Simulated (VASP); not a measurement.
## La2Ga2NO4 (a cell with a defect): single point with PBEsol

Crystal: La2Ga2NO4 (a cell with a defect).

```
CELL_PARAMETERS angstrom
7.72931 0.00000 0.00000
0.00000 3.86465 0.00000
0.00000 0.00000 3.86465
ATOMIC_POSITIONS crystal
La 0.00488 0.99784 0.00527
La 0.49805 0.99765 0.00495
Ga 0.24996 0.50059 0.50904
Ga 0.74947 0.49937 0.49411
O 0.74783 0.49238 0.99264
O 0.00123 0.51027 0.49333
O 0.24604 0.98700 0.49828
O 0.74843 0.00367 0.50464
N 0.49971 0.50061 0.49227
```

```
Program             : VASP 6.6.1
Task                : single point
Functional          : PBEsol
Potentials or basis : VASP PAW PBE potentials, release 64 (La, Ga_d, O, N)
Cutoff              : 520 eV
k mesh              : 2 × 2 × 2, shifted
Occupations         : fermi-dirac, width 0.05 eV
Spin                : no spin polarisation
```

| Quantity | Value |
| --- | --- |
| Largest force | 1.670 eV/Å |

Forces on the atoms (eV/Å):
```
La  -0.350 -0.022 -0.062
La   0.283  0.055  0.000
Ga   1.464 -0.739  0.315
Ga  -1.206  0.164  0.067
O    1.008  0.109  0.305
O   -0.467 -0.189 -0.171
O   -0.940  1.102 -0.167
O    1.159 -0.415 -0.168
N   -0.952 -0.066 -0.119
```

Levels at points of the mesh, in eV from the Fermi level:
```
           k point  band 37  band 38  band 39  band 40  band 41  band 42
(0.25, 0.25, 0.25)    -3.04    -1.97    -0.84     0.83     1.04     1.22
```

Wall time 30 s on 1 thread of AMD EPYC 9R14 (Zen 4) (shared host), peak memory 0.2 GiB.

Caveat: the k points lie up to 0.81 Å⁻¹ apart; the cell carries a net charge on a neutralising background, which shifts energy and pressure; the cell is charged against a uniform background, so pressure and absolute levels hang on convention; the PAW data sets were made with another functional, which shifts forces and pressure a little; spin-orbit coupling is left out, which moves the levels of the heavy elements.
